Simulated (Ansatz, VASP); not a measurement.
# Two plane-wave programs on MgO

Contents of INCAR:

```
PREC = Accurate
ENCUT = 840
EDIFF = 1E-6
ISMEAR = -1
SIGMA = 0.02
LREAL = F
LASPH = T
NELM = 120
ALGO = Normal
ISIF = 2
LWAVE = F
LCHARG = F
GGA = PE
NBANDS = 15
GGA_COMPAT = F
```

The input KPOINTS:

```
regular mesh
0
Gamma
  10 10 10
```

Contents of POSCAR:

```
MgO
1.0
    0.0000000000      2.1021680256      2.1021680256
    2.1021680256      0.0000000000      2.1021680256
    2.1021680256      2.1021680256      0.0000000000
Mg O
1 1
Direct
    0.0000000000      0.0000000000      0.0000000000
    0.5000000000      0.5000000000      0.5000000000
```

Input for Ansatz:

```yaml
crystal:
  lattice:
    - [0.0, 2.1021680256, 2.1021680256]
    - [2.1021680256, 0.0, 2.1021680256]
    - [2.1021680256, 2.1021680256, 0.0]
  atoms:
    - { symbol: Mg, position: [0.0, 0.0, 0.0] }
    - { symbol: O, position: [0.5, 0.5, 0.5] }
kpoints:
  mp_grid: { grid: [10, 10, 10] }
  band_path:
    path:
      - [0.0, 0.0, 0.0]
      - [0.5, 0.0, 0.5]
      - [0.625, 0.25, 0.625]
      - [0.375, 0.375, 0.75]
      - [0.5, 0.5, 0.5]
      - [0.5, 0.25, 0.75]
    npoints: 1
hamiltonian:
  xc: pbe
scf:
  occupations: { method: fermi_dirac, width: 0.02 }
  n_extra_bands: 4
output:
  forces: true
  stress: true
  eigenvalues: true
  write_density: true
  write_potential: true
  elf: true
  volumetric_format: npy
```

Alike in both runs: task single point; functional PBE; k mesh 10 × 10 × 10; occupations fermi-dirac, width 0.02 eV; no spin polarisation.

|  | VASP | Ansatz |
| --- | --- | --- |
| version | VASP 6.6.1 | Ansatz 0.2.0 |
| potentials or method | VASP PAW PBE potentials, release 64 (Mg_sv, O) | plane waves, PAW |
| plane-wave cutoff (eV) | 840 | 420 |
| valence electrons in the cell | 16 | 16 |

|  | VASP | Ansatz | Ansatz less VASP |
| --- | --- | --- | --- |
| gap on the k mesh at the Fermi level (eV) | 4.79 | 4.80 | +0.003 |
| pressure (GPa) | 5.7 | 5.6 | -0.11 |

With one functional, cell and mesh, what is left measures potentials, basis and numerics.
